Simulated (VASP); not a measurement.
Crystal: Ta4O.

```
CELL_PARAMETERS angstrom
3.25750 0.00000 0.00000
0.00000 3.25750 0.00000
0.00000 0.00000 7.40934
ATOMIC_POSITIONS crystal
Ta 0.00000 0.00000 0.00000
Ta 0.50000 0.50000 0.21684
Ta 0.50000 0.50000 0.78316
Ta 0.00000 0.00000 0.50000
O 0.50000 0.50000 0.50000
```

Base run:

* Program: VASP 6.6.1
* Functional: PBEsol
* Potentials or basis: VASP PAW PBE potentials, release 64 (Ta_pv, O)
* Cutoff: 520 eV
* k mesh: 8 × 8 × 4
* Occupations: fermi-dirac, width 0.05 eV
* Spin: no spin polarisation
* Hubbard terms: Ta d U = 5.0 eV

Its results: band gap on the k mesh zero (bands 25 and 26 overlap by 0.82 eV); pressure 7.5 GPa; largest force 0.557 eV/Å.

After a change of settings the same cell gave: band gap on the k mesh zero (bands 25 and 26 overlap by 0.64 eV); pressure 17.7 GPa; largest force 0.951 eV/Å. Which change was it?
A. hubbard terms from Ta d U = 5.0 eV to Ta d U = 8.0 eV
B. hubbard terms from Ta d U = 5.0 eV to Ta d U = 6.0 eV; further incar settings from ALGO = Normal; EDIFF = 1e-06; NBANDS = 33 to ALGO = Normal; EDIFF = 1e-07; NBANDS = 33
C. functional from PBEsol to r2SCAN; hubbard terms from Ta d U = 5.0 eV to none

A.

Caveats: the cell stands under pressure; the PAW data sets were made with another functional, which shifts forces and pressure a little; spin-orbit coupling is left out, which moves the levels of the heavy elements; U without spin polarisation on a metal has little footing.
